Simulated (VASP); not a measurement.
## BeTe: single point with HSE06

BeTe:

```
CELL_PARAMETERS angstrom
3.36506 0.00000 0.00000
0.00000 3.36506 0.00000
0.00000 0.00000 3.36506
ATOMIC_POSITIONS crystal
Be 0.00000 0.00000 0.00000
Te 0.50000 0.50000 0.50000
```

```json
{"Program": "VASP 6.6.1", "Task": "single point", "Functional": "HSE06", "Potentials or basis": "VASP PAW PBE potentials, release 64 (Be, Te)", "Cutoff": "520 eV", "k mesh": "4 × 4 × 4", "Occupations": "methfessel-paxton, width 0.001 eV", "Spin": "no spin polarisation", "Dipole correction": "no", "Grid for exact exchange (PRECFOCK)": "Normal", "Further INCAR settings": "ALGO = Normal; EDIFF = 1e-06; NBANDS = 11", "Share of exact exchange": "0.25", "Screening parameter": "0.2079 1/Å"}
```

- Pressure: -3.2 GPa
- Band gap on the k mesh: zero (bands 4 and 5 overlap by 2.42 eV)

Levels at points of the mesh, in eV from the Fermi level:
```
           k point  band 2  band 3  band 4  band 5  band 6  band 7
(0.00, 0.00, 0.00)   -1.69   -1.69   -1.69    0.67    4.33    4.33
(0.50, 0.00, 0.00)   -8.85    0.71    0.71    3.17    4.08    4.08
(0.50, 0.50, 0.00)   -6.84   -6.84   -2.86    2.17    5.72    6.77
(0.50, 0.50, 0.50)   -4.47   -4.47   -4.47   -0.77   -0.77   -0.77
```

It took 3.4 min on 1 thread of Intel Xeon 8259CL (shared host), peak memory 0.27 GiB.

Caveat: the k points lie up to 0.47 Å⁻¹ apart, too coarse for converged energies and pressures of a metal; the structure was generated, so it needn't be the stable form of BeTe; the PAW data sets were made with another functional, which shifts forces and pressure a little; spin-orbit coupling is left out, which moves the levels of the heavy elements.
